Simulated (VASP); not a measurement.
Here is a VASP 6.6.1 calculation.

File INCAR:

```
SYSTEM = ZnCu
PREC = Accurate
ENCUT = 520
EDIFF = 1E-8
ISMEAR = -1
SIGMA = 0.05
LREAL = .FALSE.
LASPH = .TRUE.
NELM = 60
ALGO = Normal
ISIF = 2
LWAVE = .FALSE.
LCHARG = .FALSE.
GGA = PS
LEFG = .TRUE.
NBANDS = 18
```

KPOINTS

```
regular mesh
0
G
  14 14 14
  0 0 0
```

File POSCAR:

```
ZnCu
1.0
    2.9450000000      0.0147250000      0.0147250000
    0.0147250000      2.9450000000      0.0147250000
    0.0147250000      0.0147250000      2.9450000000
Zn Cu
1 1
Direct
    0.5000000000      0.5000000000      0.5000000000
    0.0000000000      0.0000000000      0.0000000000
```

Potentials or basis: VASP PAW PBE potentials, release 64 (Zn, Cu).

Run with:

```sh
$ cat potpaw_PBE.64/Zn/POTCAR potpaw_PBE.64/Cu/POTCAR > POTCAR
$ mpirun -np 1 vasp_std > vasp.out
```

Q: What does it give for the band gap on the k mesh?

A: Zero (an odd number of electrons rules out a gap without spin polarisation).

Q: Estimate the pressure.

A: -4.0 GPa.

Electric field gradients, principal values (V/Å²):
```
atom   least  middle  greatest (by size)
1 Zn  -1.901  -1.901               3.802
2 Cu  -1.260  -1.260               2.520
```

Caveat: the cell differs from its parent crystal (equal xy, yz and zx shear strains of +1 %); the cell stands under tension; without QUAD_EFG the Cq values of the log hold for a quadrupole moment of 1 mb, not for the nuclei; the PAW data sets were made with another functional, which shifts forces and pressure a little.
